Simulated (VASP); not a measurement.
Be: single point with r2SCAN

Crystal: Be.

```
Be
1.0
    -1.25086    1.25086    1.25086
     1.25086   -1.25086    1.25086
     1.25086    1.25086   -1.25086
Be
1
Direct
  0.00000 0.00000 0.00000
```

```json
{
 "Program": "VASP 6.6.1",
 "Task": "single point",
 "Functional": "r2SCAN",
 "Potentials or basis": "VASP PAW PBE potentials, release 64 (Be)",
 "Cutoff": "520 eV",
 "k mesh": "20 × 20 × 20",
 "Occupations": "fermi-dirac, width 0.1 eV",
 "Spin": "no spin polarisation"
}
```

```
Pressure               : 0.0 GPa
Band gap on the k mesh : zero (band 1 reaches 12.50 eV, above the bottom of band 2 at 6.73 eV)
```

Levels at points of the mesh, in eV from the Fermi level:
```csv
k point,band 1,band 2,band 3,band 4,band 5
"(0.00, 0.00, 0.00)",-13.16,21.15,21.15,21.15,32.34
"(0.50, 0.00, 0.00)",-5.54,0.33,13.42,16.75,21.39
"(0.50, 0.50, 0.50)",4.42,4.42,4.42,10.13,10.13
```

Wall time 15 s on 1 thread of Intel Xeon 6975P-C, on a shared host, peak memory 0.12 GiB.

Caveat: the PAW data sets were made with another functional, which shifts forces and pressure a little.
